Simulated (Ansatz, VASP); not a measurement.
# Two plane-wave programs on Sb

```
CELL_PARAMETERS angstrom
3.16000 0.00000 0.00000
0.00000 3.16000 0.00000
0.00000 0.00000 3.16000
ATOMIC_POSITIONS crystal
Sb 0.00000 0.00000 0.00000
```

Alike in both runs: task relaxation of cell and atoms; functional HF; k mesh 4 × 4 × 4; occupations fermi-dirac, width 0.05 eV; no spin polarisation.

|  | VASP | Ansatz |
| --- | --- | --- |
| version | VASP 6.6.1 | Ansatz 0.2.0 |
| potentials or method | VASP PAW PBE potentials, release 64 (Sb_d_GW) | Ansatz PAW |
| plane-wave cutoff (eV) | 500 | 420 |
| valence electrons in the cell | 15 | 15 |

Ansatz gave:

| Quantity | Value |
| --- | --- |
| gap on the k mesh at the Fermi level, each at its own relaxed structure (eV) | none |
| relaxed volume (Å³/atom) | 29.44 |
| relaxed cell length with the largest relative difference (Å) | 3.088 |

What did VASP give for the same quantities?

gap on the k mesh at the Fermi level, each at its own relaxed structure (eV): none; relaxed volume (Å³/atom): 29.17; relaxed cell length with the largest relative difference (Å): 3.078.

VASP's potentials were made for PBE, not for HF. A gap of «none» marks a metal or a gap that the smearing closes.

The k mesh is coarse, so the values compare programs but aren't converged. Spin-orbit coupling is off throughout. Noted on Ansatz's run: the plane-wave basis is chosen anew once the cell has moved, so the energies of steps on either side of that aren't comparable.
